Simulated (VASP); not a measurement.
Wanted: the native input for a VASP 6.6.1 run.

```
Task                   : relaxation of cell and atoms
Functional             : PBE
Potentials or basis    : VASP PAW PBE potentials, release 64 (B, P)
Cutoff                 : 600 eV
k mesh                 : 6 × 6 × 6
Occupations            : gaussian, width 0.1 eV
Spin                   : no spin polarisation
Dipole correction      : no
Further INCAR settings : ALGO = Normal; EDIFF = 1e-06; IBRION = 2; EDIFFG = -0.04; NSW = 90; ISIF = 3
```

The structure of BP lies in POSCAR:

```
BP
1.0
    1.5872410989     -4.8127864257      0.0000000000
    1.5872410989      4.8127864257      0.0000000000
    0.0000000000      0.0000000000      3.5646117679
B P
2 2
Direct
    0.7537888959      0.7537888959      0.5000000000
    0.2462111041      0.2462111041      0.5000000000
    0.8292792501      0.1707207499      0.0000000000
    0.1707207499      0.8292792501      0.0000000000
```

The input as run:

INCAR

```
SYSTEM = BP
ALGO = Normal
EDIFF = 1E-6
EDIFFG = -0.04
ENCUT = 600
GGA = PE
IBRION = 2
ISIF = 3
ISMEAR = 0
LASPH = .TRUE.
LCHARG = .FALSE.
LREAL = .FALSE.
LWAVE = .FALSE.
NELM = 60
NSW = 90
PREC = Accurate
SIGMA = 0.1
```

KPOINTS

```
k-points
0
G
  6 6 6
  0 0 0
```

Potentials or basis: VASP PAW PBE potentials, release 64 (B, P).

Command:

```sh
$ cat potpaw_PBE.64/B/POTCAR potpaw_PBE.64/P/POTCAR > POTCAR
$ mpirun -np 1 vasp_std > vasp.out
```

It gave:

```
Relaxed volume                         : 13.59 Å³/atom
Relaxed cell                           : a = 5.089 Å, b = 5.089 Å, c = 3.538 Å, α = 90.00°, β = 90.00°, γ = 143.62°
Space group after relaxing (to 0.05 Å) : Cmmm (No. 65)
Energy gained by relaxing              : 1.1 meV/atom
Ionic steps                            : 6
Pressure after relaxing                : 0.0 GPa
Largest force after relaxing           : 0.038 eV/Å
Band gap on the k mesh                 : zero (band 8 reaches 7.61 eV, above the bottom of band 9 at 4.11 eV)
```

It took 99 s on 1 thread of Intel(R) Xeon(R) Platinum 8559C (Emerald Rapids), on a shared host, peak memory 0.22 GiB.
